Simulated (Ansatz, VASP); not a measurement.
Two plane-wave programs on BN

The input INCAR:

```
PREC = Accurate
ENCUT = 520
EDIFF = 1E-6
ISMEAR = 0
SIGMA = 0.05
LREAL = F
LASPH = T
NELM = 60
ALGO = Normal
ISIF = 2
LWAVE = F
LCHARG = T
GGA = PE
LELF = T
LVHAR = T
NBANDS = 16
```

File KPOINTS:

```
Automatic mesh
0
Gamma
  12 12 6
```

POSCAR

```
BN
1.0
    2.5539396017      0.0000000000      0.0000000000
   -1.2769698009      2.2117765748      0.0000000000
    0.0000000000      0.0000000000      4.0577808000
B N
2 2
Direct
    0.6666666667      0.3333333333      0.9997240000
    0.3333333333      0.6666666667      0.4997240000
    0.6666666667      0.3333333333      0.6252760000
    0.3333333333      0.6666666667      0.1252760000
```

Input for Ansatz:

```yaml
crystal:
  lattice:
    - [2.5539396017, 0.0, 0.0]
    - [-1.2769698009, 2.2117765748, 0.0]
    - [0.0, 0.0, 4.0577808]
  atoms:
    - { symbol: B, position: [0.6666666667, 0.3333333333, 0.999724] }
    - { symbol: B, position: [0.3333333333, 0.6666666667, 0.499724] }
    - { symbol: "N", position: [0.6666666667, 0.3333333333, 0.625276] }
    - { symbol: "N", position: [0.3333333333, 0.6666666667, 0.125276] }
basis:
  ecutwfc: 420
kpoints:
  mp_grid: { grid: [12, 12, 6] }
hamiltonian:
  xc: pbe
scf:
  occupations: { method: gaussian, width: 0.05 }
output:
  forces: true
  stress: true
  eigenvalues: true
```

Change from the starting cell: strain +0.000 along x and y, -0.040 along z, atoms carried along.

Alike in both runs: task single point; functional PBE; k mesh 12 × 12 × 6; occupations gaussian, width 0.05 eV; no spin polarisation.

```csv
,VASP,Ansatz
version,VASP 6.6.1,Ansatz 0.2.0
potentials or method,"VASP PAW PBE potentials, release 64 (B, N), cutoff 520 eV","scalar-relativistic, plane waves, PAW"
valence electrons in the cell,16,16
```

|  | VASP | Ansatz | Ansatz less VASP |
| --- | --- | --- | --- |
| gap on the k mesh at the Fermi level (eV) | 5.27 | 5.29 | +0.018 |
| least direct gap on the mesh (eV) | 8.12 | 8.13 | +0.013 |
| pressure (GPa) | 17.7 | 17.4 | -0.38 |
| traceless stress, the component that is largest in VASP (GPa) | 29.10 | 28.93 | -0.170 |
| rms of the force components (eV/Å) | 0.109 | 0.106 | -0.0037 |

Atom by atom the forces differ by 0.004 eV/Å (rms over components).
